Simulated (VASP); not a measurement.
Bi2Te3:

```
Bi Te
1.0
     2.23601    1.29096   10.36504
    -2.23601    1.29096   10.36504
     0.00000   -2.58192   10.36504
Bi Te
2 3
Direct
  0.60000 0.60000 0.60000
  0.40000 0.40000 0.40000
  0.79050 0.79050 0.79050
  0.20950 0.20950 0.20950
  0.00000 0.00000 0.00000
```

Base run:

```yaml
Program: VASP 6.6.1
Functional: SVWN5
Potentials_or_basis: VASP PAW PBE potentials, release 64 (Bi_d, Te)
Cutoff: 520 eV
k_mesh: 7 × 7 × 7
Occupations: fermi-dirac, width 0.05 eV
Spin: no spin polarisation
```

Its results: band gap on the k mesh 0.23 eV; pressure -4.2 GPa; largest force 0.489 eV/Å.

After a change of settings the same cell gave: band gap on the k mesh 0.35 eV; pressure -3.7 GPa; largest force 0.372 eV/Å. Which change was it?
A. functional from SVWN5 to BLYP
B. functional from SVWN5 to PBE
C. functional from SVWN5 to revPBE; dispersion from none to D3(BJ)

C.

Caveats: the cell stands under tension; the PAW data sets were made with another functional, which shifts forces and pressure a little; spin-orbit coupling is left out, which moves the levels of the heavy elements; an odd mesh through Γ misses points on the zone boundary, where band edges can lie.
